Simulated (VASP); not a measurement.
# Sr (I4/mmm) in VASP: further runs

Runs on Sr. Level: PBE. Tasks: single point.

Program: VASP 6.6.1. These are calculated values, not measurements. Logs are shortened: lines on timing, memory, paths and dates and some standing lists are left out, and cuts for length are marked.

### 1 The cell of the first run

The structure is tetragonal, space group I4/mmm (No. 139). Conventional cell: a = 3.942 Å, b = 3.942 Å, c = 7.248 Å, α = 90.00°, β = 90.00°, γ = 90.00°. Sr (site symmetry 4/mmm) has 12 Sr at 3.94 to 4.57 Å within 5.2 Å.

### 2 Single point, PBE

File INCAR:

```
PREC = Accurate ; ENCUT = 520
EDIFF = 1E-6 ; ISMEAR = 0
SIGMA = 0.15 ; LREAL = False
LASPH = True ; NELM = 100
ALGO = Fast ; ISIF = 2
LWAVE = False ; LCHARG = True
GGA = PE ; LELF = True
LVHAR = True ; NBANDS = 11
```

File KPOINTS:

```
Automatic mesh
0
Gamma
  16 16 16
```

File POSCAR:

```
Sr
1.0
    0.0000000000      2.7875846061      3.6238599879
    2.7875846061      0.0000000000      3.6238599879
    2.7875846061      2.7875846061      0.0000000000
Sr
1
Direct
    0.0000000000      0.0000000000      0.0000000000
```

Potentials or basis: VASP PAW PBE potentials, release 64 (Sr_sv).

On the command line:

```bash
$ cat potpaw_PBE.64/Sr_sv/POTCAR > POTCAR
$ mpirun -np 1 vasp_std > vasp.out
```

OUTCAR:

```text
PREC = Accurate
   ENCUT = 520
   EDIFF = 1E-6
   ISMEAR = 0
   LREAL = False
   LASPH = True
   NELM = 100
   ISIF = 2
   GGA = PE

 ion  position               nearest neighbor table
   1  0.000  0.000  0.000-

  LATTYP: Found a body centered tetragonal cell.
 ALAT       =     3.9422399562
 C/A-ratio  =     1.8384776311

  Lattice vectors:

 A1 = (  -2.7875846061,   0.0000000000,   3.6238599879)
 A2 = (   2.7875846061,   0.0000000000,   3.6238599879)
 A3 = (   0.0000000000,   2.7875846061,  -3.6238599879)

Analysis of symmetry for initial positions (statically):
=====================================================================
 Subroutine PRICEL returns:
 Original cell was already a primitive cell.

 Routine SETGRP: Setting up the symmetry group for a
 body centered tetragonal supercell.

 Subroutine GETGRP returns: Found 16 space group operations
 (whereof 16 operations were pure point group operations)
 out of a pool of 16 trial point group operations.

The static configuration has the point symmetry D_4h.

Analysis of symmetry for dynamics (positions and initial velocities):
=====================================================================
 Subroutine PRICEL returns:
 Original cell was already a primitive cell.

 Routine SETGRP: Setting up the symmetry group for a
 body centered tetragonal supercell.

 Subroutine GETGRP returns: Found 16 space group operations
 (whereof 16 operations were pure point group operations)
 out of a pool of 16 trial point group operations.

The dynamic configuration has the point symmetry D_4h.

 Subroutine INISYM returns: Found 16 space group operations
 (whereof 16 operations are pure point group operations),
 and found     1 'primitive' translations

----------------------------------------------------------------------------------------

                                     Primitive cell

  volume of cell :      56.3193

  direct lattice vectors                    reciprocal lattice vectors
     0.000000000  2.787584606  3.623859988    -0.179366753  0.179366753  0.137974426
     2.787584606  0.000000000  3.623859988     0.179366753 -0.179366753  0.137974426
     2.787584606  2.787584606  0.000000000     0.179366753  0.179366753 -0.137974426

  length of vectors
     4.571978691  4.571978691  3.942239956     0.288759080  0.288759080  0.288759080

  position of ions in fractional coordinates (direct lattice)
     0.000000000  0.000000000  0.000000000

  ion indices of the primitive-cell ions
   primitive index   ion index
                 1           1

----------------------------------------------------------------------------------------

 KPOINTS: Automatic mesh

Automatic generation of k-mesh.
 Grid dimensions read from file:
 generate k-points for:   16   16   16

 Generating k-lattice:

  Cartesian coordinates                     Fractional coordinates (reciprocal lattice)
    -0.011210422  0.011210422  0.008623402     0.062500000  0.000000000  0.000000000
     0.011210422 -0.011210422  0.008623402     0.000000000  0.062500000  0.000000000
     0.011210422  0.011210422 -0.008623402     0.000000000  0.000000000  0.062500000

  Length of vectors
     0.018047443  0.018047443  0.018047443

  Shift w.r.t. Gamma in fractional coordinates (k-lattice)
     0.000000000  0.000000000  0.000000000

 Subroutine IBZKPT returns following result:
 ===========================================

 Found    349 irreducible k-points:

 Following reciprocal coordinates:
            Coordinates               Weight
  0.000000  0.000000  0.000000      1.000000
  0.062500  0.000000  0.000000      8.000000
  0.125000  0.000000  0.000000      8.000000
  0.187500  0.000000  0.000000      8.000000
  0.250000  0.000000  0.000000      8.000000
  0.312500  0.000000  0.000000      8.000000
[... 16 lines left out ...]
 -0.125000  0.062500  0.000000      8.000000
 -0.062500  0.062500  0.000000      4.000000
 [... further k-points ...]
   k-points           NKPTS =    349   k-points in BZ     NKDIM =    349   number of bands    NBANDS=     11
   number of dos      NEDOS =    301   number of ions     NIONS =      1
   total plane-waves  NPLWV =  38880
   dimension x,y,z NGX =    36 NGY =   36 NGZ =   30
   dimension x,y,z NGXF=    72 NGYF=   72 NGZF=   60
   ions per type =               1
   NGX,Y,Z   is equivalent  to a cutoff of  13.09, 13.09, 12.65 a.u.
   NGXF,Y,Z  is equivalent  to a cutoff of  26.18, 26.18, 25.30 a.u.
 SYSTEM =  unknown system
   PREC   = accura    normal or accurate (medium, high low for compatibility)
   ISTART =      0    job   : 0-new  1-cont  2-samecut
   ICHARG =      2    charge: 1-file 2-atom 10-const
   ISPIN  =      1    spin polarized calculation?
   LNONCOLLINEAR =      F non collinear calculations
   LSORBIT =      F    spin-orbit coupling
   LASPH  =      T    aspherical Exc in radial PAW
   ENCUT  =  520.0 eV  38.22 Ry    6.18 a.u.   8.50  8.50  7.33*2*pi/ulx,y,z
   NELM   =    100;   NELMIN=  2; NELMDL= -5     # of ELM steps
   EDIFF  = 0.1E-05   stopping-criterion for ELM
   LREAL  =      F    real-space projection
   EDIFFG = 0.1E-04   stopping-criterion for IOM
   NSW    =      0    number of steps for IOM
   IBRION =     -1    ionic relax: 0-MD 1-quasi-New 2-CG
   NFREE  =      0    steps in history (QN), initial steepest desc. (CG)
   ISIF   =      2    stress and relaxation
   ISYM   =      2    0-nonsym 1-usesym 2-fastsym
   POTIM  = 0.5000    time-step for ionic-motion
   TEBEG  =    0.0;   TEEND  =   0.0 temperature during run
   PSTRESS=    0.0 pullay stress
   NELECT =      10.0000    total number of electrons
   NUPDOWN=      -1.0000    fix difference up-down
   EMIN   =  10.00;   EMAX   =-10.00  energy-range for DOS
   EFERMI =   0.00;   METHOD = LEGACY
   ISMEAR =     0;   SIGMA  =   0.15  broadening in eV -4-tet -1-fermi 0-gaus
   EFERMI_NEDOS =   21; number of points for ismear=-14 and -15
   IALGO  =     68    algorithm
   IMIX   =      4    mixing-type and parameters
     AMIX     =   0.40;   BMIX     =  1.00
     AMIX_MAG =   1.60;   BMIX_MAG =  1.00
  volume/ion in A,a.u.               =      56.32       380.06
  Fermi-wavevector in a.u.,A,eV,Ry     =   0.920144  1.738819 11.519569  0.846664
  Thomas-Fermi vector in A             =   2.045416
   LORBIT       =      0    0 simple, 1 ext, 2 COOP (PROOUT), +10 PAW based schemes
   GGA     = PE    functional components
   LHFCALC =     F    Hartree Fock is set to
   AEXX    =    0.0000 exact exchange contribution
   IVDW    =     0    specifies the selected vdW correction
   LEPSILON=     F    determine dielectric tensor
   LRPA    =     F    only Hartree local field effects (RPA)
 non-spin polarized calculation
 RMM-DIIS sequential band-by-band and
 Gauss-broadening in eV      SIGMA  =   0.15
  energy-cutoff  :      520.00
  volume of cell :       56.32
 maximum number of plane-waves:      1557
 NGX is ok and might be reduce to    36

 number of electron      10.0000000 magnetization

 Free energy of the ion-electron system (eV)
  ---------------------------------------------------
  ext. energy  EPLUGINS =         0.00000000
  ---------------------------------------------------
  free energy    TOTEN  =        -1.56547941 eV

  energy without entropy =       -1.55173424  energy(sigma->0) =       -1.55860683

 E-fermi :   1.4607     XC(G=0):  -7.2744

 val. band max:        1.4569750183   @ k =  -0.3750   0.4375   0.1250
 cond. band min:       1.4637811483   @ k =  -0.2500   0.4375   0.2500
 fundamental gap:      0.0068061300
 Fermi energy:         1.4607312930

 k-point     1 :       0.0000    0.0000    0.0000
  band No.  band energies     occupation
      1     -35.2210      2.00000
      2     -17.1236      2.00000
      3     -17.0893      2.00000
      4     -17.0893      2.00000
      5      -2.0900      2.00000
      6       2.9945      0.00000
      7       3.7729      0.00000
      8       4.5199      0.00000
      9       4.5199      0.00000
     10       6.2030      0.00000
     11       8.8629      0.00000

 k-point     2 :       0.0625    0.0000    0.0000
  band No.  band energies     occupation
      1     -35.2203      2.00000
      2     -17.1251      2.00000
      3     -17.0984      2.00000
      4     -17.0890      2.00000
      5      -2.0263      2.00000
      6       3.0140      0.00000
      7       3.7733      0.00000
      8       4.3994      0.00000
      9       4.5515      0.00000
     10       6.1207      0.00000
     11       8.9736      0.00000

 k-point     3 :       0.1250    0.0000    0.0000
  band No.  band energies     occupation
      1     -35.2185      2.00000
      2     -17.1326      2.00000
      3     -17.1205      2.00000
      4     -17.0881      2.00000
      5      -1.8385      2.00000
      6       3.0500      0.00000
      7       3.7034      0.00000
      8       4.2126      0.00000
      9       4.6398      0.00000
     10       5.9131      0.00000
     11       9.1175      0.00000

 k-point     4 :       0.1875    0.0000    0.0000
  band No.  band energies     occupation
      1     -35.2158      2.00000
      2     -17.1670      2.00000
      3     -17.1302      2.00000
      4     -17.0868      2.00000
      5      -1.5369      2.00000
      6       3.0361      0.00000
      7       3.4210      0.00000
      8       4.3004      0.00000
      9       4.7570      0.00000
     10       5.6724      0.00000
     11       9.0842      0.00000

 k-point     5 :       0.2500    0.0000    0.0000
  band No.  band energies     occupation
      1     -35.2126      2.00000
      2     -17.2125      2.00000
      3     -17.1361      2.00000
      4     -17.0852      2.00000
      5      -1.1389      2.00000
      6       2.8241      0.00000
      7       3.2004      0.00000
      8       4.6097      0.00000
      9       4.8213      0.00000
     10       5.5299      0.00000
     11       8.5679      0.00000
[... 211 lines left out ...]
 k-point    21 :      -0.2500    0.0625    0.0000
  band No.  band energies     occupation
      1     -35.2099      2.00000
      2     -17.2528      2.00000
      3     -17.1359      2.00000
      4     -17.0820      2.00000
      5      -0.8490      2.00000
      6       2.6121      0.00000
      7       3.1865      0.00000
      8       4.8150      0.00000
      9       4.8740      0.00000
     10       5.3536      0.00000
     11       8.2307      0.00000

 k-point    22 :      -0.1875    0.0625    0.0000
  band No.  band energies     occupation
      1     -35.2131      2.00000
      2     -17.2073      2.00000
      3     -17.1305      2.00000
      4     -17.0835      2.00000
      5      -1.2886      2.00000
      6       3.0183      0.00000
      7       3.2699      0.00000
      8       4.4550      0.00000
      9       4.8358      0.00000
     10       5.3719      0.00000
     11       8.7495      0.00000

 k-point    23 :      -0.1250    0.0625    0.0000
  band No.  band energies     occupation
      1     -35.2162      2.00000
      2     -17.1619      2.00000
      3     -17.1265      2.00000
      4     -17.0854      2.00000
      5      -1.6438      2.00000
      6       3.1666      0.00000
      7       3.5771      0.00000
      8       4.1302      0.00000
      9       4.7154      0.00000
     10       5.6120      0.00000
     11       9.2064      0.00000

 k-point    24 :      -0.0625    0.0625    0.0000
  band No.  band energies     occupation
      1     -35.2188      2.00000
      2     -17.1245      2.00000
      3     -17.1236      2.00000
      4     -17.0874      2.00000
      5      -1.8942      2.00000
      6       3.1026      0.00000
      7       3.9087      0.00000
      8       4.0358      0.00000
      9       4.6058      0.00000
     10       5.8947      0.00000
     11       9.0530      0.00000

 [... further k-points ...]

------------------------ aborting loop because EDIFF is reached ----------------------------------------

  FORCE on cell =-STRESS in cart. coord.  units (eV):
  Direction    XX          YY          ZZ          XY          YZ          ZX
  --------------------------------------------------------------------------------------
  -------------------------------------------------------------------------------------
  Total        0.2410075      0.2410075     -0.8044246      0.0000000      0.0000000     -0.0000000
  in kB        6.8562026      6.8562026    -22.8843407      0.0000000      0.0000000     -0.0000000
  external PRESSURE =      -3.0573118 kB  Pullay stress =       0.0000000 kB

 VOLUME and BASIS-vectors are now :
 -----------------------------------------------------------------------------
  energy-cutoff  :      520.00
  volume of cell :       56.32
      direct lattice vectors                 reciprocal lattice vectors
     0.000000000  2.787584606  3.623859988    -0.179366753  0.179366753  0.137974426
     2.787584606  0.000000000  3.623859988     0.179366753 -0.179366753  0.137974426
     2.787584606  2.787584606  0.000000000     0.179366753  0.179366753 -0.137974426

 POSITION                                       TOTAL-FORCE (eV/Angst)
 -----------------------------------------------------------------------------------
      0.00000      0.00000      0.00000         0.000000      0.000000      0.000000
 -----------------------------------------------------------------------------------
    total drift:                               -0.000000     -0.000000      0.000000

  FREE ENERGIE OF THE ION-ELECTRON SYSTEM (eV)
  ---------------------------------------------------
  free  energy   TOTEN  =        -1.5654794092 eV

  energy  without entropy=       -1.5517342415  energy(sigma->0) =       -1.55860683
```

Run time: 79 s. Hardware: 1 thread of Intel Xeon 6975P-C (Granite Rapids), shared host; peak memory 0.35 GiB.

Results:

```yaml
Free_energy: -1.5655 eV
Pressure: -0.3 GPa
Band_gap_on_the_k_mesh: zero (band 5 reaches 1.60 eV, above the bottom of band 6 at 1.36 eV)
```

Levels at points of the mesh, in eV from the Fermi level:
| k point | band 1 | band 2 | band 3 | band 4 | band 5 | band 6 | band 7 | band 8 | band 9 | band 10 |
| --- | --- | --- | --- | --- | --- | --- | --- | --- | --- | --- |
| (0.00, 0.00, 0.00) | -36.68 | -18.58 | -18.55 | -18.55 | -3.55 | 1.53 | 2.31 | 3.06 | 3.06 | 4.74 |
| (0.50, 0.00, 0.00) | -36.67 | -18.79 | -18.61 | -18.54 | -0.97 | 0.17 | 1.43 | 3.00 | 4.51 | 4.53 |
| (0.50, 0.50, 0.00) | -36.67 | -18.70 | -18.57 | -18.57 | -1.20 | -0.10 | 0.70 | 4.93 | 4.93 | 4.97 |
| (0.50, 0.00, 0.50) | -36.65 | -18.77 | -18.73 | -18.60 | -0.41 | 0.49 | 1.90 | 3.85 | 3.95 | 4.61 |

### 3 Single point, PBE

This run uses another cell than the first one, of the same volume but with other edges.

File INCAR:

```
SYSTEM = Sr
PREC = Accurate
ENCUT = 520
EDIFF = 1E-6
ISMEAR = 0
SIGMA = 0.15
LREAL = .FALSE.
LASPH = .TRUE.
NELM = 60
ALGO = Fast
ISIF = 2
LWAVE = .FALSE.
LCHARG = .FALSE.
GGA = PE
NBANDS = 11
```

File KPOINTS:

```
regular mesh
0
G
  16 16 16
  0 0 0
```

File POSCAR:

```
Sr
1.0
    0.0000000000      3.1280947488      2.8778471689
    3.1280947488      0.0000000000      2.8778471689
    3.1280947488      3.1280947488      0.0000000000
Sr
1
Direct
    0.0000000000      0.0000000000      0.0000000000
```

Potentials or basis: VASP PAW PBE potentials, release 64 (Sr_sv).

On the command line:

```bash
$ cat potpaw_PBE.64/Sr_sv/POTCAR > POTCAR
$ mpirun -np 1 vasp_std > vasp.out
```

It took 70 s on 1 thread of Intel Xeon 6975P-C (Granite Rapids), shared host; peak memory 0.35 GiB.

It converged, with:

```yaml
Free_energy: -1.6413 eV
Pressure: -0.3 GPa
Band_gap_on_the_k_mesh: zero (band 5 reaches 1.64 eV, above the bottom of band 6 at 1.48 eV)
```

Stress tensor (GPa, compression positive):
```
-0.37  0.00  0.00
 0.00 -0.37  0.00
 0.00  0.00 -0.14
```

Levels at points of the mesh, in eV from the Fermi level:
```
           k point  band 3  band 4  band 5  band 6  band 7  band 8
(0.00, 0.00, 0.00)  -18.56  -18.55   -3.61    2.21    2.21    2.61
(0.50, 0.00, 0.00)  -18.60  -18.57   -1.10    0.05    1.90    2.45
(0.50, 0.50, 0.00)  -18.64  -18.64   -0.47    0.24    1.51    4.75
(0.50, 0.00, 0.50)  -18.63  -18.60   -0.69    0.46    0.78    4.60
```

(Continued in part 2 of 2.)
